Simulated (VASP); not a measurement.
Al: single point with PBEsol

Al:

```xyz
2
Lattice="2.8403 0.0000 0.0000 -1.4202 2.4598 0.0000 0.0000 0.0000 4.6752" Properties=species:S:1:pos:R:3 pbc="T T T"
Al    1.4202    0.8199    3.5064
Al    0.0000    1.6399    1.1688
```

This isn't the form of Al at room conditions, which is fcc.

| Item | Value |
| --- | --- |
| Program | VASP 6.6.1 |
| Task | single point |
| Functional | PBEsol |
| Potentials or basis | VASP PAW PBE potentials, release 64 (Al) |
| Cutoff | 520 eV |
| k mesh | 18 × 18 × 10 |
| Occupations | fermi-dirac, width 0.15 eV |
| Spin | no spin polarisation |

The pressure is 0.1 GPa. The band gap on the k mesh is zero (bands 3 and 4 overlap by 7.31 eV).

Levels at points of the mesh, in eV from the Fermi level:
| k point | band 1 | band 2 | band 3 | band 4 | band 5 | band 6 | band 7 |
| --- | --- | --- | --- | --- | --- | --- | --- |
| (0.00, 0.00, 0.00) | -11.20 | -4.67 | -4.49 | 10.77 | 10.77 | 11.12 | 11.12 |
| (0.50, 0.00, 0.00) | -5.31 | -5.14 | 0.61 | 1.09 | 1.47 | 1.74 | 5.73 |
| (0.00, 0.00, 0.50) | -9.52 | -9.52 | 3.31 | 3.31 | 11.97 | 11.97 | 11.97 |
| (0.50, 0.00, 0.50) | -3.94 | -3.94 | -3.21 | -3.21 | 7.17 | 7.17 | 7.60 |

It took 45 s on 1 thread of Intel Xeon 8259CL (shared host), peak memory 0.19 GiB.

Caveat: the PAW data sets were made with another functional, which shifts forces and pressure a little.
